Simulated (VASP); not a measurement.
## GaPt12: single point with PBEsol

System: GaPt12, a slab with vacuum.

```
Pt Ga
1.0
     5.54372    0.00000    0.00000
     2.77186    4.80100    0.00000
     0.00000    0.00000   16.52643
Pt Ga
12 1
Direct
  0.16666 0.16667 0.06051
  0.66667 0.16667 0.06051
  0.16667 0.66667 0.06051
  0.66666 0.66667 0.06051
  0.81520 0.40733 0.19601
  0.33341 0.40369 0.20776
  0.79529 0.87753 0.19893
  0.26433 0.93541 0.20422
  0.84406 0.11287 0.33834
  0.35938 0.11281 0.34376
  0.83698 0.64280 0.36727
  0.31217 0.65238 0.34855
  0.22077 0.47255 0.47200
```

```json
{
  "Program": "VASP 6.6.1",
  "Task": "single point",
  "Functional": "PBEsol",
  "Potentials or basis": "VASP PAW PBE potentials, release 64 (Pt, Ga_d)",
  "Cutoff": "520 eV",
  "k mesh": "3 × 3 × 1",
  "Occupations": "fermi-dirac, width 0.15 eV",
  "Spin": "no spin polarisation"
}
```

| Property | Result |
| --- | --- |
| Largest force | 1.902 eV/Å |
| Band gap on the k mesh | zero (an odd number of electrons rules out a gap without spin polarisation) |

Forces on the atoms (eV/Å):
```
Pt   0.268  0.116 -0.105
Pt  -0.139  0.389  0.243
Pt   0.179 -0.058  0.582
Pt  -0.136  0.512 -0.296
Pt  -0.994 -0.375  1.382
Pt  -0.862  0.005 -0.937
Pt   0.628  0.791  0.421
Pt   0.637 -1.597 -0.327
Pt   0.279  1.527 -0.139
Pt  -0.266  0.960  0.875
Pt  -0.803 -0.872 -1.290
Pt   1.577 -1.063  0.000
Ga  -0.369 -0.333 -0.407
```

Levels at points of the mesh, in eV from the Fermi level:
| k point | band 64 | band 65 | band 66 | band 67 | band 68 | band 69 | band 70 | band 71 | band 72 | band 73 |
| --- | --- | --- | --- | --- | --- | --- | --- | --- | --- | --- |
| (0.00, 0.00, 0.00) | 0.42 | 0.47 | 0.54 | 0.75 | 0.76 | 0.80 | 0.95 | 1.13 | 1.23 | 1.61 |

It took 7.1 min on 1 thread of Intel(R) Xeon(R) Platinum 8488C (Sapphire Rapids), on a shared host, peak memory 0.58 GiB.

Caveat: the k points lie up to 0.44 Å⁻¹ apart, too coarse for converged energies and pressures of a metal; the atoms stand as in a frame of molecular dynamics; there is no dipole correction, which matters where the two faces differ; the PAW data sets were made with another functional, which shifts forces and pressure a little; spin-orbit coupling is left out, which moves the levels of the heavy elements.
